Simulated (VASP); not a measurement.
# MgB2H8 (I-4m2) in VASP: a series of runs

The runs below take MgB2H8 through electric field gradients, with r2SCAN, LDA.

All numbers are computed with VASP 6.6.1; they aren't measurements. Logs are shortened: lines on timing, memory, paths and dates and some standing lists are left out, and cuts for length are marked.

## 1. The cell of the first run

The structure is tetragonal, space group I-4m2 (No. 119). Conventional cell: a = 8.336 Å, b = 8.336 Å, c = 8.760 Å, α = 90.00°, β = 90.00°, γ = 90.00°. Within 2.7 Å of Mg (site symmetry -4m2) lie 8 H at 2.00 to 2.09 Å and 4 B at 2.41 Å. Within 2.7 Å of Mg (site symmetry -4m2) lie 8 H at 2.06 Å and 4 B at 2.38 Å. B (site symmetry m) has 4 H at 1.23 Å within 1.6 Å. H (site symmetry m) has 1 B at 1.23 Å within 1.6 Å. Within 1.6 Å of H (site symmetry 1) lie 1 B at 1.23 Å. H (site symmetry m) has 1 B at 1.23 Å within 1.6 Å.

## 2. Electric field gradients, r2SCAN

Input file POSCAR:

```
MgB2H8
1.0
   -4.1681050000      4.1681050000      4.3802100000
    4.1681050000     -4.1681050000      4.3802100000
    4.1681050000      4.1681050000     -4.3802100000
Mg B H
2 4 16
Direct
    0.7500000000      0.2500000000      0.5000000000
    0.0000000000      0.0000000000      0.0000000000
    0.3923570000      0.1688510000      0.2235060000
    0.9453450000      0.1688510000      0.7764940000
    0.8311490000      0.6076430000      0.7764940000
    0.8311490000      0.0546550000      0.2235060000
    0.0496160000      0.3055870000      0.7440290000
    0.6944130000      0.4384420000      0.7440290000
    0.6944130000      0.9503840000      0.2559710000
    0.5615580000      0.3055870000      0.2559710000
    0.9974250000      0.2708130000      0.9756660000
    0.2951470000      0.0217590000      0.0243340000
    0.7291870000      0.0025750000      0.0243340000
    0.9782410000      0.7048530000      0.9756660000
    0.2951470000      0.2708130000      0.2733880000
    0.9974250000      0.0217590000      0.7266120000
    0.7291870000      0.7048530000      0.7266120000
    0.9782410000      0.0025750000      0.2733880000
    0.7424910000      0.0808260000      0.6616650000
    0.4191610000      0.0808260000      0.3383350000
    0.9191740000      0.2575090000      0.3383350000
    0.9191740000      0.5808390000      0.6616650000
```

Input file INCAR.step1:

```
ALGO = Normal
EDIFF = 1E-4
ENCUT = 520
GGA = PE
ISMEAR = -1
LASPH = T
LCHARG = F
LREAL = Auto
LWAVE = T
NBANDS = 33
NELM = 100
PREC = Accurate
SIGMA = 0.02
```

Input file INCAR.step2:

```
ALGO = Normal
EDIFF = 1E-8
ENCUT = 520
ISIF = 2
ISMEAR = -1
ISTART = 1
LASPH = T
LCHARG = F
LEFG = T
LMIXTAU = T
LREAL = Auto
LWAVE = F
METAGGA = R2SCAN
NBANDS = 33
NELM = 100
PREC = Accurate
SIGMA = 0.02
```

Input file KPOINTS:

```
k-points
0
Gamma
  5 5 5
```

Potentials or basis: VASP PAW PBE potentials, release 64 (Mg, B, H).

On the command line:

```sh
cat potpaw_PBE.64/Mg/POTCAR potpaw_PBE.64/B/POTCAR potpaw_PBE.64/H/POTCAR > POTCAR
cp INCAR.step1 INCAR
mpirun -np 1 vasp_std > vasp.out
cp INCAR.step2 INCAR
mpirun -np 1 vasp_std > vasp.out
```

OUTCAR:

```text
EDIFF = 1E-8
   ENCUT = 520
   ISIF = 2
   ISMEAR = -1
   ISTART = 1
   LASPH = T
   LREAL = Auto
   METAGGA = R2SCAN
   NELM = 100
   PREC = Accurate

 ion  position               nearest neighbor table
   1  0.750  0.250  0.500-  20 2.00  22 2.00  21 2.00  19 2.00   7 2.09   9 2.09   8 2.09  10 2.09
                             3 2.41   5 2.41   4 2.41   6 2.41
   2  0.000  0.000  0.000-  11 2.06  12 2.06  13 2.06  14 2.06  16 2.06  18 2.06  17 2.06  15 2.06
                             4 2.38   6 2.38   5 2.38   3 2.38
   3  0.392  0.169  0.224-  12 1.23  15 1.23  10 1.23  20 1.23   2 2.38   1 2.41
   4  0.945  0.169  0.776-  16 1.23  11 1.23   7 1.23  19 1.23   2 2.38   1 2.41
   5  0.831  0.608  0.776-  14 1.23  17 1.23   8 1.23  22 1.23   2 2.38   1 2.41
   6  0.831  0.055  0.224-  18 1.23  13 1.23   9 1.23  21 1.23   2 2.38   1 2.41
   7  0.050  0.306  0.744-   4 1.23   1 2.09
   8  0.694  0.438  0.744-   5 1.23   1 2.09
   9  0.694  0.950  0.256-   6 1.23   1 2.09
  10  0.562  0.306  0.256-   3 1.23   1 2.09
  11  0.997  0.271  0.976-   4 1.23   2 2.06
  12  0.295  0.022  0.024-   3 1.23   2 2.06
[... 8 lines left out ...]
  21  0.919  0.258  0.338-   6 1.23   1 2.00
  22  0.919  0.581  0.662-   5 1.23   1 2.00

  LATTYP: Found a body centered tetragonal cell.
 ALAT       =     8.3362100000
 C/A-ratio  =     1.0508876336

  Lattice vectors:

 A1 = (  -4.1681050000,   4.1681050000,   4.3802100000)
 A2 = (   4.1681050000,  -4.1681050000,   4.3802100000)
 A3 = (   4.1681050000,   4.1681050000,  -4.3802100000)

Analysis of symmetry for initial positions (statically):
=====================================================================
 Subroutine PRICEL returns:
 Original cell was already a primitive cell.

 Routine SETGRP: Setting up the symmetry group for a
 body centered tetragonal supercell.

 Subroutine GETGRP returns: Found  8 space group operations
 (whereof  8 operations were pure point group operations)
 out of a pool of 16 trial point group operations.

The static configuration has the point symmetry D_2d.

Analysis of symmetry for dynamics (positions and initial velocities):
=====================================================================
 Subroutine PRICEL returns:
 Original cell was already a primitive cell.

 Routine SETGRP: Setting up the symmetry group for a
 body centered tetragonal supercell.

 Subroutine GETGRP returns: Found  8 space group operations
 (whereof  8 operations were pure point group operations)
 out of a pool of 16 trial point group operations.

The dynamic configuration has the point symmetry D_2d.

 Subroutine INISYM returns: Found  8 space group operations
 (whereof  8 operations are pure point group operations),
 and found     1 'primitive' translations

----------------------------------------------------------------------------------------

                                     Primitive cell

  volume of cell :     304.3913

  direct lattice vectors                    reciprocal lattice vectors
    -4.168105000  4.168105000  4.380210000     0.000000000  0.119958590  0.114149778
     4.168105000 -4.168105000  4.380210000     0.119958590  0.000000000  0.114149778
     4.168105000  4.168105000 -4.380210000     0.119958590  0.119958590  0.000000000

  length of vectors
     7.343870793  7.343870793  7.343870793     0.165590565  0.165590565  0.169647065

  position of ions in fractional coordinates (direct lattice)
     0.750000000  0.250000000  0.500000000
     0.000000000  0.000000000  0.000000000
     0.392357000  0.168851000  0.223506000
     0.945345000  0.168851000  0.776494000
     0.831149000  0.607643000  0.776494000
     0.831149000  0.054655000  0.223506000
[... 14 lines left out ...]
     0.919174000  0.257509000  0.338335000
     0.919174000  0.580839000  0.661665000

  ion indices of the primitive-cell ions
   primitive index   ion index
                 1           1
[... 88 lines left out ...]
   EDIFFG = 0.1E-06   stopping-criterion for IOM
   NSW    =      0    number of steps for IOM
   IBRION =     -1    ionic relax: 0-MD 1-quasi-New 2-CG
   NFREE  =      0    steps in history (QN), initial steepest desc. (CG)
   ISIF   =      2    stress and relaxation
   ISYM   =      2    0-nonsym 1-usesym 2-fastsym
   POTIM  = 0.5000    time-step for ionic-motion
   TEBEG  =    0.0;   TEEND  =   0.0 temperature during run
   PSTRESS=    0.0 pullay stress
   NELECT =      32.0000    total number of electrons
   NUPDOWN=      -1.0000    fix difference up-down
   EMIN   =  10.00;   EMAX   =-10.00  energy-range for DOS
   EFERMI =   0.00;   METHOD = LEGACY
   ISMEAR =    -1;   SIGMA  =   0.02  broadening in eV -4-tet -1-fermi 0-gaus
   EFERMI_NEDOS =   21; number of points for ismear=-14 and -15
   IALGO  =     38    algorithm
   IMIX   =      4    mixing-type and parameters
     AMIX     =   0.40;   BMIX     =  1.00
     AMIX_MAG =   1.60;   BMIX_MAG =  1.00
  volume/ion in A,a.u.               =      13.84        93.37
  Fermi-wavevector in a.u.,A,eV,Ry     =   0.772646  1.460090  8.122438  0.596982
  Thomas-Fermi vector in A             =   1.874322
   LORBIT       =      0    0 simple, 1 ext, 2 COOP (PROOUT), +10 PAW based schemes
   METAGGA = R2SCAN    functional components
   LHFCALC =     F    Hartree Fock is set to
   AEXX    =    0.0000 exact exchange contribution
   IVDW    =     0    specifies the selected vdW correction
   LEPSILON=     F    determine dielectric tensor
   LRPA    =     F    only Hartree local field effects (RPA)
 non-spin polarized calculation
  energy-cutoff  :      520.00
  volume of cell :      304.39
 maximum number of plane-waves:      8218
   NGX = 27   NGY = 27   NGZ = 27

 number of electron      31.9999999 magnetization

 Free energy of the ion-electron system (eV)
  ---------------------------------------------------
  ext. energy  EPLUGINS =         0.00000000
  ---------------------------------------------------
  free energy    TOTEN  =       -98.41594352 eV

  energy without entropy =      -98.41594352  energy(sigma->0) =      -98.41594352

 E-fermi :  -4.9325     XC(G=0):  -5.6731

 val. band max:       -5.3226237317   @ k =   0.0000   0.0000   0.0000
 cond. band min:       1.6903336940   @ k =   0.0000   0.0000   0.0000
 fundamental gap:      7.0129574258
 Fermi energy:        -4.9325486764

 k-point     1 :       0.0000    0.0000    0.0000
  band No.  band energies     occupation
      1     -12.7772      2.00000
      2     -11.6339      2.00000
      3     -11.6339      2.00000
      4     -11.4114      2.00000
      5      -8.4007      2.00000
      6      -7.2891      2.00000
[... 547 lines left out ...]
     27       5.1604      0.00000
     28       5.1836      0.00000
 [bands above 28 left out]

------------------------ aborting loop because EDIFF is reached ----------------------------------------

  FORCE on cell =-STRESS in cart. coord.  units (eV):
  Direction    XX          YY          ZZ          XY          YZ          ZX
  --------------------------------------------------------------------------------------
  -------------------------------------------------------------------------------------
  Total       -0.8207605     -0.8207605     -1.5608343      0.0000000      0.0000000      0.0000000
  in kB       -4.3201098     -4.3201098     -8.2155218      0.0000000      0.0000000      0.0000000
  external PRESSURE =      -5.6185804 kB  Pullay stress =       0.0000000 kB

 VOLUME and BASIS-vectors are now :
 -----------------------------------------------------------------------------
  energy-cutoff  :      520.00
  volume of cell :      304.39
      direct lattice vectors                 reciprocal lattice vectors
    -4.168105000  4.168105000  4.380210000     0.000000000  0.119958590  0.114149778
     4.168105000 -4.168105000  4.380210000     0.119958590  0.000000000  0.114149778
     4.168105000  4.168105000 -4.380210000     0.119958590  0.119958590  0.000000000

 POSITION                                       TOTAL-FORCE (eV/Angst)
 -----------------------------------------------------------------------------------
      0.00000      4.16810      2.19010        -0.000000     -0.000000     -0.000000
      0.00000      0.00000      0.00000        -0.000000     -0.000000     -0.000000
      0.00000      1.86319      1.47921        -0.000000     -0.065364      0.215529
     -0.00000      6.47302      1.47921         0.000000      0.065364      0.215529
      2.30491      4.16810      2.90100         0.065364     -0.000000     -0.215529
     -2.30491      4.16811      2.90100        -0.065364     -0.000000     -0.215529
[... 14 lines left out ...]
     -1.34767      4.16810      3.67214         0.049013     -0.000000     -0.043360
      1.34767      4.16810      3.67214        -0.049013     -0.000000     -0.043360
 -----------------------------------------------------------------------------------
    total drift:                               -0.000002      0.000002     -0.000000

  FREE ENERGIE OF THE ION-ELECTRON SYSTEM (eV)
  ---------------------------------------------------
  free  energy   TOTEN  =       -98.4159435198 eV

  energy  without entropy=      -98.4159435197  energy(sigma->0) =      -98.41594352

 Electric field gradients (V/A^2)
---------------------------------------------------------------------
 ion       V_xx      V_yy      V_zz      V_xy      V_xz      V_yz
---------------------------------------------------------------------
   1      -5.027    -5.027    10.054     0.000     0.000     0.000
   2       3.287     3.287    -6.575     0.000     0.000     0.000
   3      -2.168     3.115    -0.947    -0.000    -0.000    -1.057
   4      -2.168     3.115    -0.947    -0.000    -0.000     1.057
   5       3.115    -2.168    -0.947    -0.000    -1.057    -0.000
   6       3.115    -2.168    -0.947    -0.000     1.057    -0.000
[... 14 lines left out ...]
  21       9.540   -10.617     1.078     0.001    10.709     0.001
  22       9.540   -10.617     1.078     0.001   -10.708     0.001
---------------------------------------------------------------------

 Electric field gradients after diagonalization (V/A^2)
 (convention: |V_zz| > |V_xx| > |V_yy|)
----------------------------------------------------------------------
 ion       V_xx      V_yy      V_zz     asymmetry (V_yy - V_xx)/ V_zz
----------------------------------------------------------------------
   1      -5.027    -5.027    10.054       0.000
   2       3.287     3.287    -6.575       0.000
   3      -2.168    -1.205     3.373       0.285
   4      -2.168    -1.205     3.373       0.285
   5      -2.168    -1.205     3.373       0.285
   6      -2.168    -1.205     3.373       0.285
[... 14 lines left out ...]
  21     -10.617    -6.206    16.824       0.262
  22     -10.617    -6.205    16.823       0.262
----------------------------------------------------------------------

           NMR quadrupolar parameters

 Cq : quadrupolar parameter    Cq=e*Q*V_zz/h
 eta: asymmetry parameters     (V_yy - V_xx)/ V_zz
 Q  : nuclear electric quadrupole moment in mb (millibarn)
----------------------------------------------------------------------
 ion       Cq(MHz)       eta       Q (mb)
----------------------------------------------------------------------
   1       0.024       0.000       1.000
   2      -0.016       0.000       1.000
   3       0.008       0.285       1.000
   4       0.008       0.285       1.000
   5       0.008       0.285       1.000
   6       0.008       0.285       1.000
[... 14 lines left out ...]
  21       0.041       0.262       1.000
  22       0.041       0.262       1.000
----------------------------------------------------------------------
```

It took 13 min on 1 thread of AMD EPYC 9R45 (Zen 5), shared host; peak memory 0.49 GiB.

What came out:

| Quantity | Value |
| --- | --- |
| Free energy | -98.4159 eV |
| Pressure | -0.6 GPa |
| Largest force | 0.289 eV/Å |
| Band gap on the k mesh | 7.01 eV |
| Largest electric field gradient by atom | Mg +10.1, -6.6; B +3.4; H +16.8 V/Å² |

Forces on the atoms (eV/Å):
```
Mg   0.000  0.000  0.000
Mg   0.000  0.000  0.000
B    0.000 -0.065  0.216
B    0.000  0.065  0.216
B    0.065  0.000 -0.216
B   -0.065  0.000 -0.216
H    0.000 -0.044 -0.286
H   -0.044  0.000  0.286
H    0.044  0.000  0.286
H    0.000  0.044 -0.286
H   -0.175 -0.066 -0.051
H    0.175  0.066 -0.051
H    0.066  0.175  0.051
H   -0.066 -0.175  0.051
H   -0.175  0.066 -0.051
H    0.175 -0.066 -0.051
H   -0.066  0.175  0.051
H    0.066 -0.175  0.051
H    0.000 -0.049  0.043
H    0.000  0.049  0.043
H    0.049  0.000 -0.043
H   -0.049  0.000 -0.043
```

Stress tensor (GPa, compression positive):
```
-0.43  0.00  0.00
 0.00 -0.43  0.00
 0.00  0.00 -0.82
```

Levels at points of the mesh, in eV from the valence-band top:
```csv
k point,band 13,band 14,band 15,band 16,band 17,band 18,band 19,band 20
"(0.00, 0.00, 0.00)",-0.62,-0.44,-0.44,0.00,7.01,7.83,8.10,8.26
```

Electric field gradients, principal values (V/Å²):
| atom | least | middle | greatest (by size) |
| --- | --- | --- | --- |
| 1 Mg | -5.027 | -5.027 | 10.054 |
| 2 Mg | 3.287 | 3.287 | -6.575 |
| 3 B | -1.205 | -2.168 | 3.373 |
| 4 B | -1.205 | -2.168 | 3.373 |
| 5 B | -1.205 | -2.168 | 3.373 |
| 6 B | -1.205 | -2.168 | 3.373 |
| 7 H | -6.576 | -10.197 | 16.773 |
| 8 H | -6.576 | -10.198 | 16.773 |
| 9 H | -6.576 | -10.197 | 16.773 |
| 10 H | -6.576 | -10.198 | 16.773 |
| 11 H | -6.701 | -10.109 | 16.811 |
| 12 H | -6.701 | -10.110 | 16.811 |
| 13 H | -6.701 | -10.109 | 16.811 |
| 14 H | -6.701 | -10.110 | 16.811 |
| 15 H | -6.701 | -10.110 | 16.810 |
| 16 H | -6.701 | -10.109 | 16.811 |
| 17 H | -6.701 | -10.110 | 16.810 |
| 18 H | -6.701 | -10.109 | 16.811 |
| 19 H | -6.206 | -10.617 | 16.824 |
| 20 H | -6.205 | -10.617 | 16.823 |
| 21 H | -6.206 | -10.617 | 16.824 |
| 22 H | -6.205 | -10.617 | 16.823 |

Caveat: without QUAD_EFG the Cq values of the log hold for a quadrupole moment of 1 mb, not for the nuclei; the PAW data sets were made with another functional, which shifts forces and pressure a little. A k mesh can miss the band edges.

(Continued in part 2 of 2.)
